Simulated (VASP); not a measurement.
Wanted: the native input for a VASP 6.6.1 run.

* Task: single point
* Functional: PBEsol
* Potentials or basis: VASP PAW PBE potentials, release 64 (Mg, H)
* Cutoff: 520 eV
* k mesh: 9 × 9 × 1
* Occupations: gaussian, width 0.1 eV
* Spin: no spin polarisation
* Dipole correction: yes
* Further INCAR settings: ALGO = Normal; EDIFF = 1e-06; NBANDS = 12

The structure of Mg4H lies in POSCAR:

```
Mg4H
1.0
    3.1837023370      0.0000000000      0.0000000000
   -1.5918511685      2.7571671019      0.0000000000
    0.0000000000      0.0000000000     26.7081898776
Mg H
4 1
Direct
    0.6666666667      0.3333333333      0.3182544395
    0.3333333333      0.6666666666      0.4146106426
    0.6666666667      0.3333333333      0.5090329198
    0.3333333333      0.6666666666      0.6065324327
    0.3333333333      1.1666666666      0.6240695750
```

One way to write it, as run:

INCAR

```
PREC     = Accurate       # precision mode
ENCUT    = 520            # plane-wave cutoff, eV
EDIFF    = 1E-6           # SCF threshold, eV
ISMEAR   = 0              # smearing method
SIGMA    = 0.1            # smearing width, eV
LREAL    = False          # projectors in reciprocal space
LASPH    = True           # aspherical terms in the spheres
NELM     = 80             # most SCF steps
ALGO     = Normal         # electronic algorithm
ISIF     = 2              # what is computed and relaxed
LWAVE    = False          # write WAVECAR
LCHARG   = False          # write CHGCAR
LDIPOL   = True         
IDIPOL   = 3            
DIPOL    = 0.5 0.5 0.495
GGA      = PS             # functional
NBANDS   = 12             # bands
```

KPOINTS

```
regular mesh
0
Gamma
  9 9 1
```

Potentials or basis: VASP PAW PBE potentials, release 64 (Mg, H).

Launch:

```console
$ cat potpaw_PBE.64/Mg/POTCAR potpaw_PBE.64/H/POTCAR > POTCAR
$ mpirun -np 1 vasp_std > vasp.out
```

Results of the run:

```
Largest force : 1.429 eV/Å
```

Caveat: the PAW data sets were made with another functional, which shifts forces and pressure a little.

It took 92 s on 1 thread of Intel(R) Xeon(R) Platinum 8375C CPU @ 2.90GHz (Ice Lake), on a shared host, peak memory 0.35 GiB.
